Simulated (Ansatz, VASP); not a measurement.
## Ni: VASP beside Ansatz

```
Ni
1.0
     2.54326    0.00000    0.00000
    -1.27163    2.20253    0.00000
     0.00000    0.00000    4.22229
Ni
2
Cartesian
  0.0000 1.4684 1.0556
  1.2716 0.7342 3.1667
```

Alike in both runs: task single point; functional r2SCAN; k mesh 17 × 17 × 9; occupations fermi-dirac, width 0.05 eV; collinear spin.

|  | VASP | Ansatz |
| --- | --- | --- |
| version | VASP 6.6.1 | Ansatz 0.2.0 |
| potentials or method | VASP PAW PBE potentials, release 64 (Ni), cutoff 520 eV | plane waves (500 eV) with PAW, scalar-relativistic |
| valence electrons in the cell | 20 | 36 |

|  | VASP | Ansatz | Ansatz less VASP |
| --- | --- | --- | --- |
| pressure (GPa) | -18.4 | -18.6 | -0.19 |
| traceless stress, the component that is largest in VASP (GPa) | 1.28 | 1.31 | +0.021 |
| net moment per atom (μB) | 0.72 | 0.75 | +0.034 |
| size of the moment on the site where the two differ most (μB) | 0.76 | 0.83 | +0.072 |

VASP's potentials were made for PBE, not for r2SCAN. Site moments also hang on the region over which each program counts them. VASP's potentials hold 20 valence electrons a cell and Ansatz's 36, so a difference there can come from the potentials and not from the codes. Ansatz's warnings: stability check not made.
